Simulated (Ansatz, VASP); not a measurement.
# Be2Si: VASP beside Ansatz

INCAR

```
SYSTEM = Be2Si
ALGO = Fast
EDIFF = 1E-7
EDIFFG = -0.01
ENCUT = 600
GGA = PE
IBRION = 2
ISIF = 3
ISMEAR = 0
LASPH = .True.
LCHARG = .False.
LREAL = .False.
LWAVE = .False.
NELM = 80
NSW = 100
PREC = Accurate
SIGMA = 0.1
```

Contents of KPOINTS:

```
k-points
0
Gamma
  12 12 6
  0 0 0
```

The input POSCAR:

```
Be2Si
1.0
    3.2447185034     -1.9013438692      0.0000000000
    3.2447185034      1.9013438692      0.0000000000
   -2.2185410759      0.0000000000      5.9000541514
Be Si
4 2
Direct
    0.5827190875      0.5827190875      0.3671970427
    0.1696838113      0.1696838113      0.8718242910
    0.4172809125      0.4172809125      0.6328029573
    0.8303161887      0.8303161887      0.1281757090
    0.2054603739      0.2054603739      0.2489252607
    0.7945396261      0.7945396261      0.7510747393
```

Input for Ansatz:

```yaml
crystal:
  lattice:
    - [3.2447185034, -1.9013438692, 0.0]
    - [3.2447185034, 1.9013438692, 0.0]
    - [-2.2185410759, 0.0, 5.9000541514]
  atoms:
    - { symbol: Be, position: [0.5827190875, 0.5827190875, 0.3671970427] }
    - { symbol: Be, position: [0.1696838113, 0.1696838113, 0.871824291] }
    - { symbol: Be, position: [0.4172809125, 0.4172809125, 0.6328029573] }
    - { symbol: Be, position: [0.8303161887, 0.8303161887, 0.128175709] }
    - { symbol: Si, position: [0.2054603739, 0.2054603739, 0.2489252607] }
    - { symbol: Si, position: [0.7945396261, 0.7945396261, 0.7510747393] }
basis:
  ecutwfc: 420
kpoints:
  mp_grid: { grid: [12, 12, 6] }
hamiltonian:
  xc: pbe
scf:
  occupations: { method: gaussian, width: 0.1 }
output:
  forces: true
  stress: true
  eigenvalues: true
relax:
  adjacent_minimum: "off"
  f_tol: 0.01
  max_steps: 80
  cell: { stress_tol: 0.05 }
```

Change from the starting cell: the structure that the rattled marcasite type (Pnnm, No. 58) fell into.

Alike in both runs: task relaxation of cell and atoms; functional PBE; k mesh 12 × 12 × 6; occupations gaussian, width 0.1 eV; no spin polarisation.

|  | VASP | Ansatz |
| --- | --- | --- |
| version | VASP 6.6.1 | Ansatz 0.2.0 |
| potentials or method | VASP PAW PBE potentials, release 64 (Be, Si), cutoff 600 eV | scalar-relativistic, plane waves, PAW |
| valence electrons in the cell | 16 | 16 |

|  | VASP | Ansatz | Ansatz less VASP |
| --- | --- | --- | --- |
| gap on the k mesh at the Fermi level, each at its own relaxed structure (eV) | none | none | - |
| relaxed volume (Å³/atom) | 12.16 | 12.16 | -0.006 |
| relaxed cell length with the largest relative difference (Å) | 6.329 | 6.332 | +0.0027 |

A gap of «none» marks a metal or a gap that the smearing closes.
